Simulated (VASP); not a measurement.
# MgI2 (P-3m1) in VASP: notebook, part 2 of 2

VASP 6.6.1. Earlier steps stand in the parts before.

## 3. Relaxation of cell and atoms, PBE+D4

This run uses another cell than the first one, of 33.62 Å³/atom, 0.997 times its volume.

File INCAR:

```
SYSTEM = MgI2
  ALGO = Normal
  EDIFF = 1E-6
  EDIFFG = -0.005
  ENCUT = 600
  GGA = PE
  IBRION = 2
  ISIF = 3
  ISMEAR = -1
  IVDW = 13
  LASPH = .True.
  LCHARG = .False.
  LREAL = .False.
  LWAVE = .False.
  NELM = 100
  NSW = 80
  PREC = Accurate
  SIGMA = 0.02
```

File KPOINTS:

```
k-points
0
Gamma
  6 6 4
  0 0 0
```

File POSCAR:

```
MgI2
1.0
    4.1273272445      0.0000000000      0.0000000000
   -2.0636636222      3.5743702435      0.0000000000
    0.0000000000      0.0000000000      6.8366275304
Mg I
1 2
Direct
    0.0000000000      0.0000000000      0.0000000000
    0.3333333333      0.6666666667      0.2451556505
    0.6666666667      0.3333333333      0.7548443495
```

Potentials or basis: VASP PAW PBE potentials, release 64 (Mg, I).

Command:

```sh
cat potpaw_PBE.64/Mg/POTCAR potpaw_PBE.64/I/POTCAR > POTCAR
mpirun -np 1 vasp_std > vasp.out
```

OUTCAR:

```text
SYSTEM = MgI2
   EDIFF = 1E-6
   EDIFFG = -0.005
   ENCUT = 600
   GGA = PE
   IBRION = 2
   ISIF = 3
   ISMEAR = -1
   IVDW = 13
   LASPH = .True.
   LREAL = .False.
   NELM = 100
   NSW = 80
   PREC = Accurate

 ion  position               nearest neighbor table
   1  0.000  0.000  0.000-   2 2.91   3 2.91   3 2.91   2 2.91   3 2.91   2 2.91
   2  0.333  0.667  0.245-   1 2.91   1 2.91   1 2.91
   3  0.667  0.333  0.755-   1 2.91   1 2.91   1 2.91

  LATTYP: Found a hexagonal cell.
 ALAT       =     4.1273272445
 C/A-ratio  =     1.6564297245

  Lattice vectors:

 A1 = (   4.1273272445,   0.0000000000,   0.0000000000)
 A2 = (  -2.0636636222,   3.5743702435,   0.0000000000)
 A3 = (   0.0000000000,   0.0000000000,   6.8366275304)

Analysis of symmetry for initial positions (statically):
=====================================================================
 Subroutine PRICEL returns:
 Original cell was already a primitive cell.

 Routine SETGRP: Setting up the symmetry group for a
 hexagonal supercell.

 Subroutine GETGRP returns: Found 12 space group operations
 (whereof 12 operations were pure point group operations)
 out of a pool of 24 trial point group operations.

The static configuration has the point symmetry D_3d.

Analysis of symmetry for dynamics (positions and initial velocities):
=====================================================================
 Subroutine PRICEL returns:
[... 140 lines left out ...]
   LRPA    =     F    only Hartree local field effects (RPA)
 conjugate gradient relaxation of ions
 non-spin polarized calculation
  energy-cutoff  :      600.00
  volume of cell :      100.86
 maximum number of plane-waves:      3394
 NGX is ok and might be reduce to    36
   NGX = 17   NGY = 17   NGZ = 27

--------------------------------------- Ionic step        1  -------------------------------------------

 number of electron      16.0000000 magnetization

 Free energy of the ion-electron system (eV)
  ---------------------------------------------------
  ext. energy  EPLUGINS =         0.00000000
  ---------------------------------------------------
  free energy    TOTEN  =        -7.68201836 eV

  energy without entropy =       -7.68201836  energy(sigma->0) =       -7.68201836

------------------------ aborting loop because EDIFF is reached ----------------------------------------

  DFT-D4 for vdW energy calculation

  Edisp (eV):   -0.91097
[... 73 lines left out ...]
--------------------------------------- Ionic step        3  -------------------------------------------

 number of electron      16.0000000 magnetization

 Free energy of the ion-electron system (eV)
  ---------------------------------------------------
  ext. energy  EPLUGINS =         0.00000000
  ---------------------------------------------------
  free energy    TOTEN  =        -7.68232001 eV

  energy without entropy =       -7.68232001  energy(sigma->0) =       -7.68232001

 E-fermi :   2.9052     XC(G=0):  -8.2908

 val. band max:        2.4721897511   @ k =   0.0000   0.0000   0.0000
 cond. band min:       5.9872467966   @ k =   0.5000  -0.0000   0.2500
 fundamental gap:      3.5150570456
 Fermi energy:         2.9052200293

 k-point     1 :       0.0000    0.0000    0.0000
  band No.  band energies     occupation
      1      -9.6641      2.00000
      2      -8.9336      2.00000
      3      -1.1606      2.00000
      4       2.0236      2.00000
      5       2.0236      2.00000
      6       2.4130      2.00000
      7       2.4130      2.00000
      8       2.4722      2.00000
      9       6.2067      0.00000
     10       7.2599      0.00000
     11       9.2001      0.00000
     12       9.2001      0.00000
[... 377 lines left out ...]
  FREE ENERGIE OF THE ION-ELECTRON SYSTEM (eV)
  ---------------------------------------------------
  free  energy   TOTEN  =        -8.5930194532 eV

  energy  without entropy=       -8.5930194532  energy(sigma->0) =       -8.59301945

 reached required accuracy - stopping structural energy minimisation
```

Wall time 33 s (1 thread of AMD EPYC 9R45 (Zen 5), shared host); peak memory 0.25 GiB.

What came out:

| Quantity | Value |
| --- | --- |
| Free energy | -8.5930 eV |
| Relaxed volume | 33.63 Å³/atom |
| Relaxed cell | a = 4.130 Å, b = 4.130 Å, c = 6.831 Å, α = 90.00°, β = 90.00°, γ = 120.00° |
| Space group after relaxing (to 0.05 Å) | P-3m1 (No. 164) |
| Energy gained by relaxing | 0.0 meV/atom |
| Ionic steps | 3 |
| Pressure after relaxing | 0.0 GPa |
| Band gap on the k mesh | 3.52 eV, indirect (least direct gap 3.73 eV) |
| Dispersion energy per atom | -0.304 eV |

Final structure:
```
Mg I
1.0
     4.12951    0.00000    0.00000
    -2.06475    3.57626    0.00000
     0.00000    0.00000    6.83140
Mg I
1 2
Direct
  0.00000 0.00000 0.00000
  0.33333 0.66667 0.24496
  0.66667 0.33333 0.75504
```

Levels at points of the mesh, in eV from the valence-band top:
| k point | band 6 | band 7 | band 8 | band 9 | band 10 | band 11 |
| --- | --- | --- | --- | --- | --- | --- |
| (0.00, 0.00, 0.00) | -0.06 | -0.06 | 0.00 | 3.73 | 4.79 | 6.73 |
| (0.50, 0.00, 0.00) | -1.40 | -0.96 | -0.46 | 3.64 | 5.31 | 5.45 |
| (0.00, 0.00, 0.50) | -0.34 | -0.17 | -0.17 | 4.72 | 4.88 | 6.53 |
| (0.50, 0.00, 0.50) | -1.15 | -0.84 | -0.72 | 3.53 | 5.17 | 5.63 |

Caveat: spin-orbit coupling is left out, which moves the levels of the heavy elements. A hybrid or GW would open this gap; PBE tends to underestimate it.

## 4. Single point, r2SCAN+rVV10

This run uses another cell than the first one, of 34.29 Å³/atom, 1.017 times its volume.

File POSCAR:

```
MgI2
1.0
    4.1566396118      0.0000000000      0.0000000000
   -2.0783198059      3.5997554982      0.0000000000
    0.0000000000      0.0000000000      6.8756215139
Mg I
1 2
Direct
    0.0000000000      0.0000000000      0.0000000000
    0.3333333333      0.6666666667      0.2425731935
    0.6666666667      0.3333333333      0.7574268065
```

File INCAR.step1:

```
  ALGO = Normal
  EDIFF = 1E-4
  ENCUT = 520
  GGA = PE
  ISMEAR = -1
  LASPH = True
  LCHARG = False
  LREAL = False
  LWAVE = True
  NBANDS = 15
  NELM = 100
  PREC = Accurate
  SIGMA = 0.02
```

File INCAR.step2:

```
  ALGO = Normal
  BPARAM = 11.95
  CPARAM = 0.0093
  EDIFF = 1E-7
  ENCUT = 520
  ISIF = 2
  ISMEAR = -1
  ISTART = 1
  IVDW_NL = 2
  LASPH = True
  LCHARG = False
  LMIXTAU = True
  LREAL = False
  LUSE_VDW = True
  LWAVE = False
  METAGGA = R2SCAN
  NBANDS = 15
  NELM = 100
  PREC = Accurate
  SIGMA = 0.02
```

File KPOINTS:

```
k-points
0
Gamma
  6 6 4
```

Command:

```sh
cat potpaw_PBE.64/Mg/POTCAR potpaw_PBE.64/I/POTCAR > POTCAR
cp INCAR.step1 INCAR
mpirun -np 1 vasp_std > vasp.out
cp INCAR.step2 INCAR
mpirun -np 1 vasp_std > vasp.out
```

Wall time 3.4 min (1 thread of Intel Xeon Platinum 8488C (Sapphire Rapids), shared host); peak memory 0.46 GiB.

The run converged. Its results:

| Quantity | Value |
| --- | --- |
| Free energy | -56.3700 eV |
| Pressure | 0.0 GPa |
| Largest force | 0.012 eV/Å |
| Band gap on the k mesh | 4.07 eV, indirect (least direct gap 4.42 eV) |

Forces on the atoms (eV/Å):
```
Mg   0.000  0.000  0.000
I    0.000  0.000 -0.012
I    0.000  0.000  0.012
```

Levels at points of the mesh, in eV from the valence-band top:
```
           k point  band 6  band 7  band 8  band 9  band 10  band 11
(0.00, 0.00, 0.00)   -0.09   -0.09    0.00    4.42     5.36     7.26
(0.50, 0.00, 0.00)   -1.44   -0.93   -0.49    4.16     5.91     5.94
(0.00, 0.00, 0.50)   -0.39   -0.19   -0.19    5.37     5.48     7.06
(0.50, 0.00, 0.50)   -1.15   -0.83   -0.73    4.10     5.69     6.18
```

Caveat: the PAW data sets were made with another functional, which shifts forces and pressure a little; spin-orbit coupling is left out, which moves the levels of the heavy elements.

## 5. The runs side by side

| task | level | cell | cutoff (eV) | gap on the mesh (eV) | pressure (GPa) | largest force (eV/Å) |
| --- | --- | --- | --- | --- | --- | --- |
| single point | PBE+D4 | a = 4.133, b = 4.133, c = 6.840 Å, angles 90.0, 90.0, 120.0°, 3 atoms | 520 | 3.52 | -0.1 | 0.01 |
| relaxation of cell and atoms | PBE+D4 | relaxed from a = 4.127, b = 4.127, c = 6.837 Å, angles 90.0, 90.0, 120.0°, 3 atoms | 600 | 3.52 | 0.0 | - |
| single point | r2SCAN+rVV10 | a = 4.157, b = 4.157, c = 6.876 Å, angles 90.0, 90.0, 120.0°, 3 atoms | 520 | 4.07 | 0.0 | 0.01 |

Alike in all rows: potentials or basis VASP PAW PBE potentials, release 64 (Mg, I); no spin polarisation; k mesh 6 × 6 × 4; smearing fermi-dirac 0.02 eV.

Caveats: spin-orbit coupling is left out, which moves the levels of the heavy elements; the PAW data sets were made with another functional, which shifts forces and pressure a little (some runs).

Total energies depend on the potentials used, so only differences within one code and one set of settings carry meaning.
